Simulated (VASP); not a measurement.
# Ta8O19 (a cell with a defect) in VASP: notebook

Ta8O19 (a cell with a defect) is run at these levels: LDA, PBEsol; tasks: single point.

All numbers are computed with VASP 6.6.1; they aren't measurements. Logs are shortened: lines on timing, memory, paths and dates and some standing lists are left out, and cuts for length are marked.

## Step 1: The cell of the first run

The cell holds a defect, 27 atoms: a = 12.505 Å, b = 6.727 Å, c = 13.272 Å, α = 68.64°, β = 30.07°, γ = 81.29°.

## Step 2: Single point, LDA

INCAR reads:

```
PREC     = Accurate       # precision mode
ENCUT    = 520            # plane-wave cutoff, eV
EDIFF    = 1E-6           # SCF threshold, eV
ISMEAR   = -1             # smearing method
SIGMA    = 0.01           # smearing width, eV
LREAL    = False          # projectors in reciprocal space
LASPH    = True           # aspherical terms in the spheres
NELM     = 120            # most SCF steps
ALGO     = Normal         # electronic algorithm
ISIF     = 2              # what is computed and relaxed
LWAVE    = False          # write WAVECAR
LCHARG   = True           # write CHGCAR
LELF     = True           # ELF
LVHAR    = True         
NBANDS   = 120            # bands
NELECT   = 200.0        
GGA_COMPAT= False
```

KPOINTS reads:

```
Automatic mesh
0
Gamma
  1 1 1
  0.25 0.25 0.25
```

POSCAR reads:

```
Ta8O19
1.0
    0.0000000000     11.9846651819      3.5696847681
    5.7020527302      0.0000000000      3.5696847681
    5.7020527302     11.9846651819      0.0000000000
Ta O
8 19
Direct
    0.0676426968      0.4324622111      0.7619306262
    0.6007654273      0.8994170742      0.2603991783
    0.4312595911      0.0684717046      0.7402554340
    0.8987002755      0.6016690798      0.2415063680
    0.2403148801      0.2583560025      0.4010108933
    0.7201864304      0.7786803791      0.9111140058
    0.2590806346      0.2426590667      0.1010093108
    0.7789525319      0.7224476777      0.5909393666
    0.3149564243      0.6557113278      0.5804214380
    0.8436941852      0.1859146781      0.0515904598
    0.1842726996      0.8454280166      0.9212024791
    0.6549636223      0.3159642863      0.4510126019
    0.4097669157      0.5813677234      0.1999472186
    0.9177985206      0.0895194879      0.6915143948
    0.0892059998      0.9196233900      0.3029577601
    0.5816080240      0.4114740524      0.8103852206
    0.4122981530      0.0869508030      0.3337104837
    0.8981038473      0.6034585642      0.8235080424
    0.0874239393      0.4141786007      0.1676965731
    0.6016250312      0.8977392023      0.6771284479
    0.1721301307      0.3288839022      0.5871625082
    0.6730158017      0.8272764166      0.0909866670
    0.3268329986      0.1701046350      0.9159223215
    0.8273610411      0.6736864907      0.4103586351
    0.7496409142      0.7509511376      0.2511574147
    0.2499298354      0.2509335373      0.2507471335
    0.7482444855      0.7508563904      0.7520050708
```

Potentials or basis: VASP PAW LDA potentials, release 64 (Ta_pv, O).

Run with:

```bash
cat potpaw_LDA.64/Ta_pv/POTCAR potpaw_LDA.64/O/POTCAR > POTCAR
mpirun -np 1 vasp_std > vasp.out
```

OUTCAR:

```text
PREC = Accurate
   ENCUT = 520
   EDIFF = 1E-6
   ISMEAR = -1
   LREAL = False
   LASPH = True
   NELM = 120
   ISIF = 2
   NELECT = 200.0

 ion  position               nearest neighbor table
   1  0.068  0.432  0.762-  21 1.80  18 1.85   9 1.87  10 1.87   2 3.59   2 3.60
   2  0.601  0.899  0.260-  22 1.80  25 1.90   9 1.98  10 1.98  17 2.03   1 3.59   1 3.60
   3  0.431  0.068  0.740-  23 1.80  20 1.85  11 1.87  12 1.87   4 3.59   4 3.60
   4  0.899  0.602  0.242-  24 1.80  25 1.90  12 1.98  11 1.98  19 2.03   3 3.59   3 3.60
   5  0.240  0.258  0.401-  17 1.85  26 1.91  14 1.92  13 1.93  21 2.03   6 3.58   6 3.58
   6  0.720  0.779  0.911-  18 1.85  27 1.90  13 1.90  14 1.91  22 2.06   5 3.58   5 3.58
   7  0.259  0.243  0.101-  19 1.85  26 1.91  16 1.92  15 1.93  23 2.03   8 3.57   8 3.58
   8  0.779  0.722  0.591-  20 1.85  27 1.90  15 1.90  16 1.91  24 2.05   7 3.57   7 3.58
   9  0.315  0.656  0.580-   1 1.87   2 1.98
  10  0.844  0.186  0.052-   1 1.87   2 1.98
  11  0.184  0.845  0.921-   3 1.87   4 1.98
  12  0.655  0.316  0.451-   3 1.87   4 1.98
  13  0.410  0.581  0.200-   6 1.90   5 1.93
  14  0.918  0.090  0.692-   6 1.91   5 1.92
[... 11 lines left out ...]
  26  0.250  0.251  0.251-   5 1.91   7 1.91
  27  0.748  0.751  0.752-   6 1.90   8 1.90

  LATTYP: Found a face centered orthorhombic cell.
 ALAT       =     7.1393695362
 B/A-ratio  =     1.5973546967
 C/A-ratio  =     3.3573455250

  Lattice vectors:

 A1 = (   5.7020527302,  11.9846651819,   0.0000000000)
 A2 = (   0.0000000000,  11.9846651819,   3.5696847681)
 A3 = (   5.7020527302,   0.0000000000,   3.5696847681)

Analysis of symmetry for initial positions (statically):
=====================================================================
 Subroutine PRICEL returns:
 Original cell was already a primitive cell.

 Routine SETGRP: Setting up the symmetry group for a
 face centered orthorhombic supercell.

 Subroutine GETGRP returns: Found  1 space group operations
 (whereof  1 operations were pure point group operations)
 out of a pool of  8 trial point group operations.

The static configuration has the point symmetry C_1 .

Analysis of symmetry for dynamics (positions and initial velocities):
=====================================================================
 Subroutine PRICEL returns:
 Original cell was already a primitive cell.

 Routine SETGRP: Setting up the symmetry group for a
 face centered orthorhombic supercell.

 Subroutine GETGRP returns: Found  1 space group operations
 (whereof  1 operations were pure point group operations)
 out of a pool of  8 trial point group operations.

The dynamic configuration has the point symmetry C_1 .

 Subroutine INISYM returns: Found  1 space group operations
 (whereof  1 operations are pure point group operations),
 and found     1 'primitive' translations

----------------------------------------------------------------------------------------

                                     Primitive cell

  volume of cell :     487.8845

  direct lattice vectors                    reciprocal lattice vectors
     0.000000000 11.984665182  3.569684768    -0.087687719  0.041719981  0.140068390
     5.702052730  0.000000000  3.569684768     0.087687719 -0.041719981  0.140068390
     5.702052730 11.984665182  0.000000000     0.087687719  0.041719981 -0.140068390

  length of vectors
    12.504992957  6.727262049 13.271985717     0.170437223  0.170437223  0.170437223

  position of ions in fractional coordinates (direct lattice)
     0.067642697  0.432462211  0.761930626
     0.600765427  0.899417074  0.260399178
     0.431259591  0.068471705  0.740255434
     0.898700275  0.601669080  0.241506368
     0.240314880  0.258356003  0.401010893
     0.720186430  0.778680379  0.911114006
[... 19 lines left out ...]
     0.249929835  0.250933537  0.250747133
     0.748244486  0.750856390  0.752005071

  ion indices of the primitive-cell ions
   primitive index   ion index
                 1           1
                 2           2
                 3           3
                 4           4
                 5           5
                 6           6
[... 19 lines left out ...]
                26          26
                27          27

----------------------------------------------------------------------------------------

 KPOINTS: Automatic mesh

Automatic generation of k-mesh.
 Grid dimensions read from file:
 generate k-points for:    1    1    1

 Generating k-lattice:

  Cartesian coordinates                     Fractional coordinates (reciprocal lattice)
    -0.087687719  0.041719981  0.140068390     1.000000000 -0.000000000  0.000000000
     0.087687719 -0.041719981  0.140068390    -0.000000000  1.000000000  0.000000000
     0.087687719  0.041719981 -0.140068390     0.000000000  0.000000000  1.000000000

  Length of vectors
     0.170437223  0.170437223  0.170437223

  Shift w.r.t. Gamma in fractional coordinates (k-lattice)
     0.250000000  0.250000000  0.250000000

 Subroutine IBZKPT returns following result:
 ===========================================

 Found      4 irreducible k-points:

 Following reciprocal coordinates:
            Coordinates               Weight
  0.250000  0.250000  0.250000      2.000000
 -0.000000 -0.000000 -0.250000      2.000000
 -0.250000  0.000000  0.000000      2.000000
  0.000000 -0.250000  0.000000      2.000000
   k-points           NKPTS =      4   k-points in BZ     NKDIM =      4   number of bands    NBANDS=    120
   number of dos      NEDOS =    301   number of ions     NIONS =     27
   total plane-waves  NPLWV = 480000
   dimension x,y,z NGX =    96 NGY =   50 NGZ =  100
   dimension x,y,z NGXF=   192 NGYF=  100 NGZF=  200
   ions per type =               8  19
   NGX,Y,Z   is equivalent  to a cutoff of  12.76, 12.36, 12.53 a.u.
   NGXF,Y,Z  is equivalent  to a cutoff of  25.53, 24.71, 25.05 a.u.
 SYSTEM =  unknown system
   PREC   = accura    normal or accurate (medium, high low for compatibility)
   ISTART =      0    job   : 0-new  1-cont  2-samecut
   ICHARG =      2    charge: 1-file 2-atom 10-const
   ISPIN  =      1    spin polarized calculation?
   LNONCOLLINEAR =      F non collinear calculations
   LSORBIT =      F    spin-orbit coupling
   LASPH  =      T    aspherical Exc in radial PAW
   ENCUT  =  520.0 eV  38.22 Ry    6.18 a.u.  23.25 12.51 24.68*2*pi/ulx,y,z
   NELM   =    120;   NELMIN=  2; NELMDL= -5     # of ELM steps
   EDIFF  = 0.1E-05   stopping-criterion for ELM
   LREAL  =      F    real-space projection
   EDIFFG = 0.1E-04   stopping-criterion for IOM
   NSW    =      0    number of steps for IOM
   IBRION =     -1    ionic relax: 0-MD 1-quasi-New 2-CG
   NFREE  =      0    steps in history (QN), initial steepest desc. (CG)
   ISIF   =      2    stress and relaxation
   ISYM   =      2    0-nonsym 1-usesym 2-fastsym
   POTIM  = 0.5000    time-step for ionic-motion
   TEBEG  =    0.0;   TEEND  =   0.0 temperature during run
   PSTRESS=    0.0 pullay stress
   NELECT =     200.0000    total number of electrons
   NUPDOWN=      -1.0000    fix difference up-down
   EMIN   =  10.00;   EMAX   =-10.00  energy-range for DOS
   EFERMI =   0.00;   METHOD = LEGACY
   ISMEAR =    -1;   SIGMA  =   0.01  broadening in eV -4-tet -1-fermi 0-gaus
   EFERMI_NEDOS =   21; number of points for ismear=-14 and -15
   IALGO  =     38    algorithm
   IMIX   =      4    mixing-type and parameters
     AMIX     =   0.40;   BMIX     =  1.00
     AMIX_MAG =   1.60;   BMIX_MAG =  1.00
  volume/ion in A,a.u.               =      18.07       121.94
  Fermi-wavevector in a.u.,A,eV,Ry     =   1.216128  2.298148 20.122560  1.478966
  Thomas-Fermi vector in A             =   2.351492
   LORBIT       =      0    0 simple, 1 ext, 2 COOP (PROOUT), +10 PAW based schemes
   GGA     = CA    functional components
   LHFCALC =     F    Hartree Fock is set to
   AEXX    =    0.0000 exact exchange contribution
   IVDW    =     0    specifies the selected vdW correction
   LEPSILON=     F    determine dielectric tensor
   LRPA    =     F    only Hartree local field effects (RPA)
 non-spin polarized calculation
  energy-cutoff  :      520.00
  volume of cell :      487.88
 maximum number of plane-waves:     13140
 NGX is ok and might be reduce to    96
   NGX = 47   NGY = 25   NGZ = 49

 number of electron     200.0000002 magnetization

 Free energy of the ion-electron system (eV)
  ---------------------------------------------------
  ext. energy  EPLUGINS =         0.00000000
  ---------------------------------------------------
  free energy    TOTEN  =      -284.91041677 eV

  energy without entropy =     -284.91041677  energy(sigma->0) =     -284.91041677

 E-fermi :  -0.9786     XC(G=0):  -8.8877

 val. band max:       -1.2406351321   @ k =  -0.2500   0.0000   0.0000
 cond. band min:       1.8299500097   @ k =   0.0000  -0.2500   0.0000
 fundamental gap:      3.0705851418
 Fermi energy:        -0.9786455186

 k-point     1 :       0.2500    0.2500    0.2500
  band No.  band energies     occupation
      1     -35.4133      2.00000
      2     -35.4082      2.00000
      3     -35.2212      2.00000
      4     -35.2101      2.00000
      5     -35.1823      2.00000
      6     -35.1748      2.00000
[... 104 lines left out ...]
    111       3.4892      0.00000
    112       3.5542      0.00000

 k-point     2 :      -0.0000   -0.0000   -0.2500
  band No.  band energies     occupation
      1     -35.4133      2.00000
      2     -35.4082      2.00000
      3     -35.2212      2.00000
      4     -35.2101      2.00000
      5     -35.1823      2.00000
      6     -35.1748      2.00000
[... 104 lines left out ...]
    111       3.4943      0.00000
    112       3.5509      0.00000

 k-point     3 :      -0.2500    0.0000    0.0000
  band No.  band energies     occupation
      1     -35.4134      2.00000
      2     -35.4082      2.00000
      3     -35.2212      2.00000
      4     -35.2101      2.00000
      5     -35.1823      2.00000
      6     -35.1747      2.00000
[... 104 lines left out ...]
    111       3.4380      0.00000
    112       3.6135      0.00000

 k-point     4 :       0.0000   -0.2500    0.0000
  band No.  band energies     occupation
      1     -35.4134      2.00000
      2     -35.4082      2.00000
      3     -35.2212      2.00000
      4     -35.2101      2.00000
      5     -35.1823      2.00000
      6     -35.1747      2.00000
[... 104 lines left out ...]
    111       3.4325      0.00000
    112       3.6218      0.00000
 [bands above 112 left out]

------------------------ aborting loop because EDIFF is reached ----------------------------------------

  FORCE on cell =-STRESS in cart. coord.  units (eV):
  Direction    XX          YY          ZZ          XY          YZ          ZX
  --------------------------------------------------------------------------------------
  -------------------------------------------------------------------------------------
  Total      -15.6107913    -17.0766570    -27.0121482     -0.4357388     -0.0559668      0.0249490
  in kB      -51.2647100    -56.0785068    -88.7059414     -1.4309346     -0.1837908      0.0819308
  external PRESSURE =     -65.3497194 kB  Pullay stress =       0.0000000 kB

 VOLUME and BASIS-vectors are now :
 -----------------------------------------------------------------------------
  energy-cutoff  :      520.00
  volume of cell :      487.88
      direct lattice vectors                 reciprocal lattice vectors
     0.000000000 11.984665182  3.569684768    -0.087687719  0.041719981  0.140068390
     5.702052730  0.000000000  3.569684768     0.087687719 -0.041719981  0.140068390
     5.702052730 11.984665182  0.000000000     0.087687719  0.041719981 -0.140068390

 POSITION                                       TOTAL-FORCE (eV/Angst)
 -----------------------------------------------------------------------------------
      6.81049      9.94216      1.78522         0.071570      0.018291      0.016465
      6.61333     10.32077      5.35518         0.085327      0.045376      0.001205
      4.61140     14.04022      1.78388        -0.072239     -0.021139     -0.009893
      4.80783     13.66499      5.35585        -0.077226     -0.068135      0.008080
      3.75974      7.68607      1.78010         0.093466      0.022971      0.040318
      9.63530     19.55059      5.35048         0.010849      0.078192      0.023695
[... 19 lines left out ...]
      2.86061      6.00045      1.78792        -0.003595     -0.009774     -0.003255
      8.56940     17.97999      5.35132        -0.010118     -0.006934      0.003168
 -----------------------------------------------------------------------------------
    total drift:                                0.000336      0.000422      0.000006

  FREE ENERGIE OF THE ION-ELECTRON SYSTEM (eV)
  ---------------------------------------------------
  free  energy   TOTEN  =      -284.9104167688 eV

  energy  without entropy=     -284.9104167688  energy(sigma->0) =     -284.91041677
```

Wall time 14 min (1 thread of Intel Xeon Platinum 8375C at 2.90GHz (Ice Lake), shared host); peak memory 0.69 GiB.

Results:

* Free energy: -284.9104 eV
* Largest force: 0.182 eV/Å

Forces on the atoms (eV/Å):
```
Ta   0.072  0.018  0.016
Ta   0.085  0.045  0.001
Ta  -0.072 -0.021 -0.010
Ta  -0.077 -0.068  0.008
Ta   0.093  0.023  0.040
Ta   0.011  0.078  0.024
Ta  -0.089  0.001 -0.037
Ta  -0.002 -0.054 -0.028
O   -0.069 -0.119  0.071
O   -0.094 -0.131 -0.084
O    0.073  0.129 -0.077
O    0.084  0.131  0.079
O   -0.128  0.069 -0.017
O   -0.106  0.083  0.001
O    0.128 -0.066  0.019
O    0.107 -0.088 -0.006
O   -0.037  0.047 -0.005
O    0.042 -0.001 -0.016
O    0.038 -0.048  0.002
O   -0.040 -0.003  0.012
O   -0.067 -0.143 -0.032
O   -0.056 -0.106  0.003
O    0.066  0.131  0.038
O    0.057  0.099 -0.002
O   -0.006  0.012 -0.001
O   -0.004 -0.010 -0.003
O   -0.010 -0.007  0.003
```

Caveat: the k points lie up to 1.07 Å⁻¹ apart; the cell carries a net charge on a neutralising background, which shifts energy and pressure; the cell is charged against a uniform background, so pressure and absolute levels hang on convention; spin-orbit coupling is left out, which moves the levels of the heavy elements.

## Step 3: Single point, PBEsol, collinear spin

INCAR reads:

```
SYSTEM = Ta8O19
  ALGO = Normal
  EDIFF = 1E-6
  ENCUT = 520
  GGA = PS
  GGA_COMPAT = .FALSE.
  ISIF = 2
  ISMEAR = -1
  ISPIN = 2
  LASPH = .TRUE.
  LCHARG = .TRUE.
  LELF = .TRUE.
  LMAXMIX = 4
  LORBIT = 11
  LREAL = .FALSE.
  LVHAR = .TRUE.
  LWAVE = .FALSE.
  MAGMOM = 0.03 0.05 0.03 0.05 0.07 0.03 0.07 0.03 0 0 0 0 0 0 0 0 0 0 0 0 -0.01 0 0 0 -0.01 -0.01 -0.01
  NBANDS = 124
  NELECT = 203.0
  NELM = 200
  NUPDOWN = 1.0
  PREC = Accurate
  SIGMA = 0.01
```

KPOINTS reads:

```
k-points
0
G
  1 1 1
  0 0 0
```

POSCAR reads:

```
Ta8O19
1.0
    0.0000000000     11.9846651819      3.5696847681
    5.7020527302      0.0000000000      3.5696847681
    5.7020527302     11.9846651819      0.0000000000
Ta O
8 19
Direct
    0.1326363748      0.3655048617      0.7401702418
    0.6144647629      0.8885320394      0.2412136907
    0.3656908447      0.1307733755      0.7628890764
    0.8841172162      0.6084083948      0.2613495488
    0.2586101164      0.2400439921      0.3900822759
    0.7617205710      0.7347559532      0.8881062310
    0.2398705553      0.2567977734      0.1126412772
    0.7366550329      0.7613830539      0.6147891786
    0.3276544548      0.6631060438      0.5600713731
    0.8360079846      0.1737223182      0.0555115894
    0.1712462061      0.8330627040      0.9422118963
    0.6626360242      0.3220818102      0.4479647165
    0.4396680418      0.5568179200      0.1862270725
    0.9427053827      0.0560636294      0.6829466652
    0.0585380812      0.9402347013      0.3166584641
    0.5559770296      0.4400041780      0.8188025402
    0.4389350489      0.0658403188      0.2918423526
    0.9335706315      0.5603794845      0.8015843951
    0.0598599861      0.4312965635      0.2109264514
    0.5640063651      0.9352604506      0.7030132216
    0.2240908795      0.2726724628      0.5657364251
    0.7073507446      0.7932494227      0.0669951305
    0.2730718495      0.2235815297      0.9379123002
    0.7914023824      0.7050722886      0.4349129011
    0.7492348032      0.7475315595      0.2512813279
    0.2499124733      0.2486609060      0.2506882405
    0.7497661562      0.7466968901      0.7511542258
```

Potentials or basis: VASP PAW PBE potentials, release 64 (Ta_pv, O).

Run with:

```bash
cat potpaw_PBE.64/Ta_pv/POTCAR potpaw_PBE.64/O/POTCAR > POTCAR
mpirun -np 1 vasp_gam > vasp.out
```

Run time: 12 min. Hardware: 1 thread of Intel Xeon Platinum 8375C at 2.90GHz (Ice Lake), shared host; peak memory 1.3 GiB.

The run converged. Its results:

- Free energy: -268.5424 eV
- Largest force: 1.292 eV/Å
- Net moment: 1.00 μB per cell
- Site moments: Ta +0.07, +0.12, +0.06, +0.16, +0.08, +0.15 (each value once); O -0.00, -0.01, +0.00 (each value once) μB
- Valence electrons inside the program's atomic spheres: Ta 8.93, 9.06, 9.03, 9.05 (each value once); O 5.07, 5.08, 5.04, 5.06, 5.11 (each value once)

Forces on the atoms (eV/Å):
```
Ta   0.931 -0.548  0.162
Ta   0.681  0.145  0.043
Ta  -0.910  0.545 -0.178
Ta  -0.696 -0.106 -0.052
Ta   0.687 -0.714 -0.165
Ta   1.108 -0.601 -0.199
Ta  -0.682  0.721  0.160
Ta  -1.127  0.599  0.199
O   -0.562 -0.189 -0.269
O   -0.662 -0.257  0.105
O    0.569  0.188  0.269
O    0.663  0.249 -0.090
O   -0.682  0.425 -0.020
O   -0.653  0.433  0.230
O    0.681 -0.419  0.022
O    0.658 -0.423 -0.228
O   -0.330  0.320  0.007
O   -0.704  0.669  0.028
O    0.336 -0.324 -0.008
O    0.697 -0.661 -0.025
O    0.275  0.274 -0.033
O   -0.093 -0.180  0.056
O   -0.282 -0.284  0.033
O    0.083  0.168 -0.053
O    0.007 -0.019  0.006
O   -0.003 -0.005  0.001
O    0.010 -0.002 -0.001
```

Caveat: the k points lie up to 1.07 Å⁻¹ apart; the cell carries a net charge on a neutralising background, which shifts energy and pressure; the cell is charged against a uniform background, so pressure and absolute levels hang on convention; the PAW data sets were made with another functional, which shifts forces and pressure a little; spin-orbit coupling is left out, which moves the levels of the heavy elements; the total moment is fixed, so each spin has its own Fermi level.
